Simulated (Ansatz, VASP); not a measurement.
**Co: VASP beside Ansatz**

The input INCAR:

```
PREC = Accurate
ENCUT = 520
EDIFF = 1E-7
ISMEAR = -1
SIGMA = 0.05
LREAL = False
LASPH = True
NELM = 150
ALGO = Normal
ISIF = 2
LWAVE = False
LCHARG = True
ISPIN = 2
MAGMOM = -1.754 -1.754
LORBIT = 11
LMAXMIX = 4
GGA = B5
ALDAX = 1.0
AGGAX = 1.0
AGGAC = 1.0
ALDAC = 0.0
LELF = True
LVHAR = True
NBANDS = 20
```

The input KPOINTS:

```
Automatic mesh
0
Gamma
  13 13 13
```

Contents of POSCAR:

```
Co
1.0
    0.0000000000      2.3171635531      2.3171635531
    2.3171635531      0.0000000000      2.3171635531
    2.3171635531      2.3171635531      0.0000000000
Co
2
Direct
    0.0000000000      0.0000000000      0.0000000000
    0.5000000000      0.5000000000      0.5000000000
```

Input for Ansatz:

```yaml
crystal:
  lattice:
    - [0.0, 2.3171635531, 2.3171635531]
    - [2.3171635531, 0.0, 2.3171635531]
    - [2.3171635531, 2.3171635531, 0.0]
  atoms:
    - { symbol: Co, position: [0.0, 0.0, 0.0], spin: -1.754 }
    - { symbol: Co, position: [0.5, 0.5, 0.5], spin: -1.754 }
hamiltonian:
  xc: blyp
  pseudopotentials:
    kind: paw
    azcp:
      Co: "pseudopotentials/Co.paw.azcp"
basis:
  ecutwfc: 420
  fft_grid_basis: typed
kpoints:
  mp_grid: { grid: [13, 13, 13], shift: [0, 0, 0] }
magnetization:
  spin_polarized: true
scf:
  occupations: { method: fermi_dirac, width: 0.05 }
  lower_state_search: "off"
output:
  stress: true
  write_density: true
  write_potential: true
  elf: true
  volumetric_format: npy
```

Alike in both runs: task single point; functional BLYP; k mesh 13 × 13 × 13; occupations fermi-dirac, width 0.05 eV; collinear spin.

```csv
,VASP,Ansatz
version,VASP 6.6.1,Ansatz 0.2.0
potentials or method,"VASP PAW PBE potentials, release 64 (Co), cutoff 520 eV","plane waves (420 eV) with PAW, scalar-relativistic"
valence electrons in the cell,18,34
```

VASP gave:

```
pressure (GPa)                                                : 9.8
net moment per atom (μB)                                      : 1.72
size of the moment on the site where the two differ most (μB) : 1.73
```

Which values does Ansatz return?

Pressure (GPa): 10.6; net moment per atom (μB): 1.75; size of the moment on the site where the two differ most (μB): 1.76.

VASP's potentials were made for PBE, not for BLYP. Site moments also hang on the region over which each program counts them. The functional is the same, so the differences come from potentials, cutoffs and numerics. VASP's potentials hold 18 valence electrons a cell and Ansatz's 34, so a difference there can come from the potentials and not from the codes.
